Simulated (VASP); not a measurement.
A run of VASP 6.6.1 is set up as follows.

The input INCAR:

```
SYSTEM = BN
ALGO     = Normal         ! electronic algorithm
EDIFF    = 1E-7           ! SCF threshold, eV
ENCUT    = 520            ! plane-wave cutoff, eV
GGA      = PE             ! functional
ISIF     = 2              ! what is computed and relaxed
ISMEAR   = 0              ! smearing method
LASPH    = .TRUE.         ! aspherical terms in the spheres
LCHARG   = .FALSE.        ! write CHGCAR
LREAL    = .FALSE.        ! projectors in reciprocal space
LWAVE    = .FALSE.        ! write WAVECAR
NBANDS   = 16             ! bands
NELM     = 100            ! most SCF steps
PREC     = Accurate       ! precision mode
SIGMA    = 0.05           ! smearing width, eV
```

Contents of KPOINTS:

```
k-points
0
G
  18 18 6
  0 0 0
```

File POSCAR:

```
BN
1.0
    2.4982400000      0.0000000000      0.0000000000
   -1.2491200000      2.1635393000      0.0000000000
    0.0000000000      0.0000000000      6.6357000000
B N
2 2
Direct
    0.3333333300      0.6666666700      0.2500000000
    0.6666666700      0.3333333300      0.7500000000
    0.3333333300      0.6666666700      0.7500000000
    0.6666666700      0.3333333300      0.2500000000
```

Potentials or basis: VASP PAW PBE potentials, release 64 (B, N).

Run with:

```sh
$ cat potpaw_PBE.64/B/POTCAR potpaw_PBE.64/N/POTCAR > POTCAR
$ mpirun -np 1 vasp_std > vasp.out
```

Q: What does it give for the pressure?

A: 5.1 GPa.

Q: Predict the band gap on the k mesh.

A: 4.25 eV, indirect (least direct gap 4.66 eV).

Stress tensor (GPa, compression positive):
```
6.29 0.00 0.00
0.00 6.29 0.00
0.00 0.00 2.84
```

Caveat: this functional lacks dispersion, which binds the layers, so the pressure and a relaxed spacing across them are unreliable. As with any semilocal functional, this PBE gap is likely too small.
